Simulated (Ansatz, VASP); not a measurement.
## K in VASP and in Ansatz

Contents of INCAR:

```
ALGO = Fast ; EDIFF = 1E-7
ENCUT = 520 ; GGA = PE
ISIF = 2 ; ISMEAR = 0
LASPH = True ; LCHARG = False
LREAL = False ; LWAVE = False
NBANDS = 10 ; NELM = 60
PREC = Accurate ; SIGMA = 0.1
```

KPOINTS

```
k-points
0
Gamma
  12 12 12
```

POSCAR

```
K
1.0
   -2.7261746416      2.7261746416      2.7261746416
    2.7261746416     -2.7261746416      2.7261746416
    2.7261746416      2.7261746416     -2.7261746416
K
1
Direct
    0.0000000000      0.0000000000      0.0000000000
```

Input for Ansatz:

```yaml
crystal:
  lattice:
    - [-2.7261746416, 2.7261746416, 2.7261746416]
    - [2.7261746416, -2.7261746416, 2.7261746416]
    - [2.7261746416, 2.7261746416, -2.7261746416]
  atoms:
    - { symbol: K, position: [0.0, 0.0, 0.0] }
basis:
  ecutwfc: 420
kpoints:
  mp_grid: { grid: [12, 12, 12] }
hamiltonian:
  xc: pbe
scf:
  occupations: { method: gaussian, width: 0.1 }
output:
  forces: true
  stress: true
  eigenvalues: true
```

Alike in both runs: task single point; functional PBE; k mesh 12 × 12 × 12; occupations gaussian, width 0.1 eV; no spin polarisation.

|  | VASP | Ansatz |
| --- | --- | --- |
| version | VASP 6.6.1 | Ansatz 0.2.0 |
| potentials or method | VASP PAW PBE potentials, release 64 (K_sv), cutoff 520 eV | scalar-relativistic, plane waves, PAW |
| valence electrons in the cell | 9 | 9 |

|  | VASP | Ansatz | Ansatz less VASP |
| --- | --- | --- | --- |
| gap on the k mesh at the Fermi level (eV) | none | none | - |
| pressure (GPa) | -0.3 | -0.3 | +0.01 |

A gap of «none» marks a metal or a gap that the smearing closes. With one functional, cell and mesh, what is left measures potentials, basis and numerics.
